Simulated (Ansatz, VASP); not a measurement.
MgS: VASP beside Ansatz

Contents of POSCAR:

```
MgS
1.0
    0.0000000000      2.7057160000      2.4975840000
    2.7057160000      0.0000000000      2.4975840000
    2.7057160000      2.7057160000      0.0000000000
Mg S
1 1
Direct
    0.0000000000      0.0000000000      0.0000000000
    0.5000000000      0.5000000000      0.5000000000
```

INCAR.step1

```
SYSTEM = MgS
PREC = Accurate ; ENCUT = 520
ISMEAR = 0 ; SIGMA = 0.05
LREAL = .False. ; LASPH = .True.
NELM = 80 ; NBANDS = 11
GGA = PE ; ALGO = Normal
EDIFF = 1E-4 ; LWAVE = .True.
LCHARG = .False.
```

The input INCAR.step2:

```
SYSTEM = MgS
PREC = Accurate ; ENCUT = 520
EDIFF = 1E-6 ; ISMEAR = 0
SIGMA = 0.05 ; LREAL = .False.
LASPH = .True. ; NELM = 80
ALGO = Normal ; ISIF = 2
LWAVE = .False. ; LCHARG = .False.
METAGGA = R2SCAN ; LMIXTAU = .True.
NBANDS = 11 ; ISTART = 1
```

KPOINTS

```
regular mesh
0
Gamma
  8 8 8
  0 0 0
```

Input for Ansatz:

```yaml
crystal:
  lattice:
    - [0.0, 2.705716, 2.497584]
    - [2.705716, 0.0, 2.497584]
    - [2.705716, 2.705716, 0.0]
  atoms:
    - { symbol: Mg, position: [0.0, 0.0, 0.0] }
    - { symbol: S, position: [0.5, 0.5, 0.5] }
basis:
  ecutwfc: 500
kpoints:
  mp_grid: { grid: [8, 8, 8] }
hamiltonian:
  xc: r2scan
scf:
  occupations: { method: gaussian, width: 0.05 }
output:
  forces: true
  stress: true
  eigenvalues: true
```

Change from the starting cell: strain +0.040 along x and y, -0.040 along z, atoms carried along.

Alike in both runs: task single point; functional r2SCAN; k mesh 8 × 8 × 8; occupations gaussian, width 0.05 eV; no spin polarisation.

|  | VASP | Ansatz |
| --- | --- | --- |
| version | VASP 6.6.1 | Ansatz 0.2.0 |
| potentials or method | VASP PAW PBE potentials, release 64 (Mg, S), cutoff 520 eV | scalar-relativistic, plane waves, PAW |
| valence electrons in the cell | 8 | 16 |

|  | VASP | Ansatz | Ansatz less VASP |
| --- | --- | --- | --- |
| gap on the k mesh at the Fermi level (eV) | 3.05 | 3.08 | +0.031 |
| least direct gap on the mesh (eV) | 4.18 | 4.21 | +0.026 |
| pressure (GPa) | -2.2 | -1.8 | +0.43 |
| traceless stress, the component that is largest in VASP (GPa) | 5.24 | 5.35 | +0.101 |

VASP's potentials were made for PBE, not for r2SCAN. The functional is the same, so the differences come from potentials, cutoffs and numerics. VASP's potentials hold 8 valence electrons a cell and Ansatz's 16, so a difference there can come from the potentials and not from the codes.
